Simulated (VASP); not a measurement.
# TiO2 (Pbcn) in VASP: notebook

The runs below take TiO2 through single point, with PBE.

All numbers are computed with VASP 6.6.1; they aren't measurements. Logs are shortened: lines on timing, memory, paths and dates and some standing lists are left out, and cuts for length are marked.

## (1) The cell of the first run

Symmetry: Pbcn, No. 60, orthorhombic system. The conventional cell has a = 4.579 Å, b = 5.574 Å, c = 4.923 Å, α = 90.00°, β = 90.00°, γ = 90.00°. Ti (site symmetry 2) has 6 O at 1.87 to 2.13 Å within 2.5 Å. O (site symmetry 1) has 3 Ti at 1.87 to 2.13 Å within 2.5 Å.

## (2) Single point, PBE

File INCAR:

```
SYSTEM = TiO2
  PREC = Accurate
  ENCUT = 520
  EDIFF = 1E-6
  ISMEAR = -1
  SIGMA = 0.05
  LREAL = .False.
  LASPH = .True.
  NELM = 80
  ALGO = Normal
  ISIF = 2
  LWAVE = .False.
  LCHARG = .True.
  GGA = PE
  LELF = .True.
  LVHAR = .True.
  NBANDS = 60
```

File KPOINTS:

```
regular mesh
0
Gamma
  6 5 6
  0 0 0
```

File POSCAR:

```
TiO2
1.0
    4.5786677701      0.0000000000      0.0000000000
    0.0000000000      5.5735218140      0.0000000000
    0.0000000000      0.0000000000      4.9234853236
Ti O
4 8
Direct
    0.0000000000      0.1774273305      0.7500000000
    0.5000000000      0.3225726695      0.2500000000
    0.0000000000      0.8225726695      0.2500000000
    0.5000000000      0.6774273305      0.7500000000
    0.2710947904      0.3804906181      0.9190076736
    0.7710947904      0.1195093819      0.0809923264
    0.2289052096      0.1195093819      0.4190076736
    0.7289052096      0.3804906181      0.5809923264
    0.2710947904      0.6195093819      0.4190076736
    0.7710947904      0.8804906181      0.5809923264
    0.2289052096      0.8804906181      0.9190076736
    0.7289052096      0.6195093819      0.0809923264
```

Potentials or basis: VASP PAW PBE potentials, release 64 (Ti_sv, O).

The run is started by

```bash
> cat potpaw_PBE.64/Ti_sv/POTCAR potpaw_PBE.64/O/POTCAR > POTCAR
> mpirun -np 1 vasp_std > vasp.out
```

OUTCAR:

```text
SYSTEM = TiO2
   PREC = Accurate
   ENCUT = 520
   EDIFF = 1E-6
   ISMEAR = -1
   LREAL = .False.
   LASPH = .True.
   NELM = 80
   ISIF = 2
   GGA = PE

 ion  position               nearest neighbor table
   1  0.000  0.177  0.750-   5 1.87   8 1.87   7 1.96   6 1.96  10 2.13  11 2.13
   2  0.500  0.323  0.250-   6 1.87   7 1.87   5 1.96   8 1.96   9 2.13  12 2.13
   3  0.000  0.823  0.250-   9 1.87  12 1.87  11 1.96  10 1.96   6 2.13   7 2.13
   4  0.500  0.677  0.750-  10 1.87  11 1.87   9 1.96  12 1.96   5 2.13   8 2.13
   5  0.271  0.380  0.919-   1 1.87   2 1.96   4 2.13
   6  0.771  0.120  0.081-   2 1.87   1 1.96   3 2.13
   7  0.229  0.120  0.419-   2 1.87   1 1.96   3 2.13
   8  0.729  0.380  0.581-   1 1.87   2 1.96   4 2.13
   9  0.271  0.620  0.419-   3 1.87   4 1.96   2 2.13
  10  0.771  0.880  0.581-   4 1.87   3 1.96   1 2.13
  11  0.229  0.880  0.919-   4 1.87   3 1.96   1 2.13
  12  0.729  0.620  0.081-   3 1.87   4 1.96   2 2.13

  LATTYP: Found a simple orthorhombic cell.
 ALAT       =     4.5786677701
 B/A-ratio  =     1.0753095815
 C/A-ratio  =     1.2172802426

  Lattice vectors:

 A1 = (  -4.5786677701,   0.0000000000,   0.0000000000)
 A2 = (   0.0000000000,   0.0000000000,   4.9234853236)
 A3 = (   0.0000000000,   5.5735218140,   0.0000000000)

Analysis of symmetry for initial positions (statically):
=====================================================================
 Subroutine PRICEL returns:
 Original cell was already a primitive cell.

 Routine SETGRP: Setting up the symmetry group for a
 simple orthorhombic supercell.

 Subroutine GETGRP returns: Found  8 space group operations
 (whereof  2 operations were pure point group operations)
 out of a pool of  8 trial point group operations.

The static configuration has the point symmetry S_2 .
 The point group associated with its full space group is D_2h.

Analysis of symmetry for dynamics (positions and initial velocities):
=====================================================================
 Subroutine PRICEL returns:
 Original cell was already a primitive cell.

 Routine SETGRP: Setting up the symmetry group for a
 simple orthorhombic supercell.

 Subroutine GETGRP returns: Found  8 space group operations
 (whereof  2 operations were pure point group operations)
 out of a pool of  8 trial point group operations.

The dynamic configuration has the point symmetry S_2 .
 The point group associated with its full space group is D_2h.

 Subroutine INISYM returns: Found  8 space group operations
 (whereof  2 operations are pure point group operations),
 and found     1 'primitive' translations

----------------------------------------------------------------------------------------

                                     Primitive cell

  volume of cell :     125.6439

  direct lattice vectors                    reciprocal lattice vectors
     4.578667770  0.000000000  0.000000000     0.218404141  0.000000000  0.000000000
     0.000000000  5.573521814  0.000000000     0.000000000  0.179419770  0.000000000
     0.000000000  0.000000000  4.923485324     0.000000000  0.000000000  0.203108151

  length of vectors
     4.578667770  5.573521814  4.923485324     0.218404141  0.179419770  0.203108151

  position of ions in fractional coordinates (direct lattice)
     0.000000000  0.177427331  0.750000000
     0.500000000  0.322572669  0.250000000
     0.000000000  0.822572669  0.250000000
     0.500000000  0.677427331  0.750000000
     0.271094790  0.380490618  0.919007674
     0.771094790  0.119509382  0.080992326
     0.228905210  0.119509382  0.419007674
     0.728905210  0.380490618  0.580992326
     0.271094790  0.619509382  0.419007674
     0.771094790  0.880490618  0.580992326
     0.228905210  0.880490618  0.919007674
     0.728905210  0.619509382  0.080992326

  ion indices of the primitive-cell ions
   primitive index   ion index
                 1           1
                 2           2
                 3           3
                 4           4
                 5           5
                 6           6
                 7           7
                 8           8
                 9           9
                10          10
                11          11
                12          12

----------------------------------------------------------------------------------------

 KPOINTS: regular mesh

Automatic generation of k-mesh.
 Grid dimensions read from file:
 generate k-points for:    6    5    6

 Generating k-lattice:

  Cartesian coordinates                     Fractional coordinates (reciprocal lattice)
     0.036400690  0.000000000  0.000000000     0.166666667  0.000000000  0.000000000
     0.000000000  0.035883954  0.000000000     0.000000000  0.200000000  0.000000000
     0.000000000  0.000000000  0.033851358     0.000000000  0.000000000  0.166666667

  Length of vectors
     0.036400690  0.035883954  0.033851358

  Shift w.r.t. Gamma in fractional coordinates (k-lattice)
     0.000000000  0.000000000  0.000000000

 Subroutine IBZKPT returns following result:
 ===========================================

 Found     48 irreducible k-points:

 Following reciprocal coordinates:
            Coordinates               Weight
  0.000000  0.000000  0.000000      1.000000
  0.166667  0.000000  0.000000      2.000000
  0.333333  0.000000  0.000000      2.000000
  0.500000  0.000000  0.000000      1.000000
  0.000000  0.200000  0.000000      2.000000
  0.166667  0.200000  0.000000      4.000000
[... 16 lines left out ...]
  0.333333  0.400000  0.166667      8.000000
  0.500000  0.400000  0.166667      4.000000
 [... further k-points ...]
   k-points           NKPTS =     48   k-points in BZ     NKDIM =     48   number of bands    NBANDS=     60
   number of dos      NEDOS =    301   number of ions     NIONS =     12
   total plane-waves  NPLWV =  60480
   dimension x,y,z NGX =    36 NGY =   42 NGZ =   40
   dimension x,y,z NGXF=    72 NGYF=   84 NGZF=   80
   ions per type =               4   8
   NGX,Y,Z   is equivalent  to a cutoff of  13.07, 12.53, 13.51 a.u.
   NGXF,Y,Z  is equivalent  to a cutoff of  26.14, 25.06, 27.01 a.u.
 SYSTEM =  TiO2
   PREC   = accura    normal or accurate (medium, high low for compatibility)
   ISTART =      0    job   : 0-new  1-cont  2-samecut
   ICHARG =      2    charge: 1-file 2-atom 10-const
   ISPIN  =      1    spin polarized calculation?
   LNONCOLLINEAR =      F non collinear calculations
   LSORBIT =      F    spin-orbit coupling
   LASPH  =      T    aspherical Exc in radial PAW
   ENCUT  =  520.0 eV  38.22 Ry    6.18 a.u.   8.51 10.36  9.15*2*pi/ulx,y,z
   NELM   =     80;   NELMIN=  2; NELMDL= -5     # of ELM steps
   EDIFF  = 0.1E-05   stopping-criterion for ELM
   LREAL  =      F    real-space projection
   EDIFFG = 0.1E-04   stopping-criterion for IOM
   NSW    =      0    number of steps for IOM
   IBRION =     -1    ionic relax: 0-MD 1-quasi-New 2-CG
   NFREE  =      0    steps in history (QN), initial steepest desc. (CG)
   ISIF   =      2    stress and relaxation
   ISYM   =      2    0-nonsym 1-usesym 2-fastsym
   POTIM  = 0.5000    time-step for ionic-motion
   TEBEG  =    0.0;   TEEND  =   0.0 temperature during run
   PSTRESS=    0.0 pullay stress
   NELECT =      96.0000    total number of electrons
   NUPDOWN=      -1.0000    fix difference up-down
   EMIN   =  10.00;   EMAX   =-10.00  energy-range for DOS
   EFERMI =   0.00;   METHOD = LEGACY
   ISMEAR =    -1;   SIGMA  =   0.05  broadening in eV -4-tet -1-fermi 0-gaus
   EFERMI_NEDOS =   21; number of points for ismear=-14 and -15
   IALGO  =     38    algorithm
   IMIX   =      4    mixing-type and parameters
     AMIX     =   0.40;   BMIX     =  1.00
     AMIX_MAG =   1.60;   BMIX_MAG =  1.00
  volume/ion in A,a.u.               =      10.47        70.66
  Fermi-wavevector in a.u.,A,eV,Ry     =   1.496643  2.828244 30.476218  2.239939
  Thomas-Fermi vector in A             =   2.608633
   LORBIT       =      0    0 simple, 1 ext, 2 COOP (PROOUT), +10 PAW based schemes
   GGA     = PE    functional components
   LHFCALC =     F    Hartree Fock is set to
   AEXX    =    0.0000 exact exchange contribution
   IVDW    =     0    specifies the selected vdW correction
   LEPSILON=     F    determine dielectric tensor
   LRPA    =     F    only Hartree local field effects (RPA)
 non-spin polarized calculation
  energy-cutoff  :      520.00
  volume of cell :      125.64
 maximum number of plane-waves:      3412
 NGX is ok and might be reduce to    36
   NGX = 17   NGY = 21   NGZ = 19

 number of electron      95.9999990 magnetization

 Free energy of the ion-electron system (eV)
  ---------------------------------------------------
  ext. energy  EPLUGINS =         0.00000000
  ---------------------------------------------------
  free energy    TOTEN  =      -107.40784986 eV

  energy without entropy =     -107.40784986  energy(sigma->0) =     -107.40784986

 E-fermi :   5.6291     XC(G=0): -11.4145

 val. band max:        4.4060468101   @ k =   0.0000   0.0000   0.0000
 cond. band min:       7.0052406919   @ k =   0.0000   0.0000   0.5000
 fundamental gap:      2.5991938818
 Fermi energy:         5.6290537391

 k-point     1 :       0.0000    0.0000    0.0000
  band No.  band energies     occupation
      1     -52.0435      2.00000
      2     -52.0230      2.00000
      3     -52.0187      2.00000
      4     -52.0125      2.00000
      5     -28.4531      2.00000
      6     -28.3902      2.00000
[... 52 lines left out ...]
     59       8.7919      0.00000
     60       9.0443      0.00000

 k-point     2 :       0.1667    0.0000    0.0000
  band No.  band energies     occupation
      1     -52.0421      2.00000
      2     -52.0244      2.00000
      3     -52.0183      2.00000
      4     -52.0129      2.00000
      5     -28.4429      2.00000
      6     -28.3847      2.00000
[... 1375 lines left out ...]
     59       8.5704      0.00000
     60       8.6686      0.00000

 k-point    24 :       0.5000    0.4000    0.1667
  band No.  band energies     occupation
      1     -52.0319      2.00000
      2     -52.0319      2.00000
      3     -52.0168      2.00000
      4     -52.0168      2.00000
      5     -28.4072      2.00000
      6     -28.4072      2.00000
[... 52 lines left out ...]
     59       8.4577      0.00000
     60       8.4577      0.00000

 [... further k-points ...]
[... 5 lines left out ...]
  --------------------------------------------------------------------------------------
  -------------------------------------------------------------------------------------
  Total        0.6069225      0.5030345      0.6187422      0.0000000      0.0000000      0.0000000
  in kB        7.7393110      6.4145600      7.8900334      0.0000000      0.0000000      0.0000000
  external PRESSURE =       7.3479682 kB  Pullay stress =       0.0000000 kB

 VOLUME and BASIS-vectors are now :
 -----------------------------------------------------------------------------
  energy-cutoff  :      520.00
  volume of cell :      125.64
      direct lattice vectors                 reciprocal lattice vectors
     4.578667770  0.000000000  0.000000000     0.218404141  0.000000000  0.000000000
     0.000000000  5.573521814  0.000000000     0.000000000  0.179419770  0.000000000
     0.000000000  0.000000000  4.923485324     0.000000000  0.000000000  0.203108151

 POSITION                                       TOTAL-FORCE (eV/Angst)
 -----------------------------------------------------------------------------------
      0.00000      0.98890      3.69261        -0.000000     -0.043067     -0.000000
      2.28933      1.79787      1.23087        -0.000000      0.043067     -0.000000
      0.00000      4.58463      1.23087        -0.000000      0.043067     -0.000000
      2.28933      3.77566      3.69261        -0.000000     -0.043067     -0.000000
      1.24125      2.12067      4.52472         0.016934      0.033233      0.001698
      3.53059      0.66609      0.39876         0.016934     -0.033233     -0.001698
      1.04808      0.66609      2.06298        -0.016934     -0.033233      0.001698
      3.33741      2.12067      2.86051        -0.016934      0.033233     -0.001698
      1.24125      3.45285      2.06298         0.016934     -0.033233      0.001698
      3.53059      4.90743      2.86051         0.016934      0.033233     -0.001698
      1.04808      4.90743      4.52472        -0.016934      0.033233      0.001698
      3.33741      3.45285      0.39876        -0.016934     -0.033233     -0.001698
 -----------------------------------------------------------------------------------
    total drift:                                0.000000     -0.000000      0.000000

  FREE ENERGIE OF THE ION-ELECTRON SYSTEM (eV)
  ---------------------------------------------------
  free  energy   TOTEN  =      -107.4078498560 eV

  energy  without entropy=     -107.4078498560  energy(sigma->0) =     -107.40784986
```

It took 8.5 min on 1 thread of Intel Xeon 8259CL, shared host; peak memory 0.39 GiB.

Results:

```yaml
Free_energy: -107.4078 eV
Pressure: 0.7 GPa
Largest_force: 0.043 eV/Å
Band_gap_on_the_k_mesh: 2.60 eV (least direct gap 2.64 eV)
```

Forces in eV/Å, atoms in the order of the input:
```
Ti   0.000 -0.043  0.000
Ti   0.000  0.043  0.000
Ti   0.000  0.043  0.000
Ti   0.000 -0.043  0.000
O    0.017  0.033  0.002
O    0.017 -0.033 -0.002
O   -0.017 -0.033  0.002
O   -0.017  0.033 -0.002
O    0.017 -0.033  0.002
O    0.017  0.033 -0.002
O   -0.017  0.033  0.002
O   -0.017 -0.033 -0.002
```

Levels at points of the mesh, in eV from the valence-band top:
```tsv
k point	band 46	band 47	band 48	band 49	band 50	band 51
(0.00, 0.00, 0.00)	-0.42	-0.01	0.00	2.64	2.66	2.78
(0.50, 0.00, 0.00)	-0.51	-0.23	-0.23	3.09	3.09	3.22
(0.00, 0.00, 0.50)	-0.38	-0.28	-0.28	2.60	2.60	3.02
(0.50, 0.00, 0.50)	-0.50	-0.50	-0.50	2.96	2.96	2.96
```

Caveat: an odd mesh through Γ misses points on the zone boundary, where band edges can lie.

(Continued in part 2 of 2.)
